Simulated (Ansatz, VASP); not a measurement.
# Two plane-wave programs on Sn2SeS3

```
Sn Se S
1.0
    -2.88910    2.88910    4.86369
     2.88910   -2.88910    4.86369
     2.88910    2.88910   -4.86369
Sn Se S
2 1 3
Direct
  0.50000 0.00000 0.50000
  0.00000 0.50000 0.50000
  0.50000 0.50000 0.00000
  0.75746 0.75746 0.00000
  0.24254 0.24254 0.00000
  0.00000 0.00000 0.00000
```

Alike in both runs: functional PBE; k mesh 4 × 4 × 4; occupations gaussian, width 0.1 eV; no spin polarisation.

Ansatz relaxed the structure, and its values are those at the end. VASP's run is a single point on that final structure, the one shown.

|  | VASP | Ansatz |
| --- | --- | --- |
| version | VASP 6.6.1 | Ansatz 0.2.0 |
| potentials or method | VASP PAW PBE potentials, release 64 (Sn_d, Se, S), cutoff 520 eV | scalar-relativistic, plane waves, PAW |
| valence electrons in the cell | 52 | 62 |

Ansatz gave:

```
gap on the k mesh at the Fermi level (eV) : none
pressure (GPa)                            : 0.0
rms of the force components (eV/Å)        : 0.003
```

Question: What did VASP give for the same quantities?

Answer: gap on the k mesh at the Fermi level (eV): none; pressure (GPa): 0.0; rms of the force components (eV/Å): 0.006.

A gap of «none» marks a metal or a gap that the smearing closes. VASP's potentials hold 52 valence electrons a cell and Ansatz's 62, so a difference there can come from the potentials and not from the codes.

The k mesh is coarse, so the values compare programs but aren't converged.
